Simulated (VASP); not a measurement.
The system is SnTe.

```xyz
2
Lattice="0.0000 3.1297 3.1297 3.1297 0.0000 3.1297 3.1297 3.1297 0.0000" Properties=species:S:1:pos:R:3 pbc="T T T"
Te    3.1297    3.1297    3.1297
Sn    0.0000    0.0000    0.0000
```

Base run:

- Program: VASP 6.6.1
- Functional: SVWN5
- Potentials or basis: VASP PAW PBE potentials, release 64 (Te, Sn_d)
- Cutoff: 520 eV
- k mesh: 7 × 7 × 7
- Occupations: fermi-dirac, width 0.05 eV
- Spin: no spin polarisation

Its results: pressure -0.7 GPa.

**Question.** The run is repeated on the same cell with these changes: functional from SVWN5 to RPBE; further incar settings from ALGO = Normal; EDIFF = 1e-06; NBANDS = 17 to ALGO = Normal; EDIFF = 1e-07; NBANDS = 17. What comes out?

**Answer.** Pressure 4.7 GPa.

Caveats: the PAW data sets were made with another functional, which shifts forces and pressure a little.
